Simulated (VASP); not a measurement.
Input of a VASP 6.6.1 run:

INCAR

```
SYSTEM = Se
ALGO = Normal
EDIFF = 1E-6
ENCUT = 520
GGA = PS
ISIF = 2
ISMEAR = -1
LASPH = .TRUE.
LCHARG = .TRUE.
LELF = .TRUE.
LREAL = .FALSE.
LVHAR = .TRUE.
LWAVE = .FALSE.
NBANDS = 9
NELM = 100
PREC = Accurate
SIGMA = 0.1
```

The input KPOINTS:

```
k-points
0
G
  14 14 14
  0 0 0
```

The input POSCAR:

```
Se
1.0
    0.0000000000      2.1004977280      2.1004977280
    2.1004977280      0.0000000000      2.1004977280
    2.1004977280      2.1004977280      0.0000000000
Se
1
Direct
    0.0000000000      0.0000000000      0.0000000000
```

Potentials or basis: VASP PAW PBE potentials, release 64 (Se).

Run with:

```sh
$ cat potpaw_PBE.64/Se/POTCAR > POTCAR
$ mpirun -np 1 vasp_std > vasp.out
```

Q: Predict the band gap on the k mesh.

A: Zero (band 3 reaches 10.01 eV, above the bottom of band 4 at 3.88 eV).

Q: Predict the pressure.

A: 3.5 GPa.

Caveat: the PAW data sets were made with another functional, which shifts forces and pressure a little.
